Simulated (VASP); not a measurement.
Here is a VASP 6.6.1 calculation.

The input INCAR:

```
SYSTEM = BiOs
PREC     = Accurate       ! precision mode
ENCUT    = 520            ! plane-wave cutoff, eV
EDIFF    = 1E-6           ! SCF threshold, eV
ISMEAR   = 0              ! smearing method
SIGMA    = 0.05           ! smearing width, eV
LREAL    = .FALSE.        ! projectors in reciprocal space
LASPH    = .TRUE.         ! aspherical terms in the spheres
NELM     = 100            ! most SCF steps
ALGO     = Fast           ! electronic algorithm
ISIF     = 2              ! what is computed and relaxed
LWAVE    = .FALSE.        ! write WAVECAR
LCHARG   = .FALSE.        ! write CHGCAR
GGA      = PE             ! functional
NBANDS   = 18             ! bands
```

File KPOINTS:

```
regular mesh
0
G
  10 10 10
  0 0 0
```

The input POSCAR:

```
BiOs
1.0
    0.0000000000      2.8326391888      2.8326391888
    2.8326391888      0.0000000000      2.8326391888
    2.8326391888      2.8326391888      0.0000000000
Os Bi
1 1
Direct
    0.5000000000      0.5000000000      0.5000000000
    0.0000000000      0.0000000000      0.0000000000
```

Potentials or basis: VASP PAW PBE potentials, release 64 (Os, Bi_d).

Command:

```console
$ cat potpaw_PBE.64/Os/POTCAR potpaw_PBE.64/Bi_d/POTCAR > POTCAR
$ mpirun -np 1 vasp_std > vasp.out
```

What does it give for the band gap on the k mesh?

Zero (an odd number of electrons rules out a gap without spin polarisation).

Estimate the pressure.

-4.4 GPa.

Caveat: the cell stands under tension; spin-orbit coupling is left out, which moves the levels of the heavy elements.
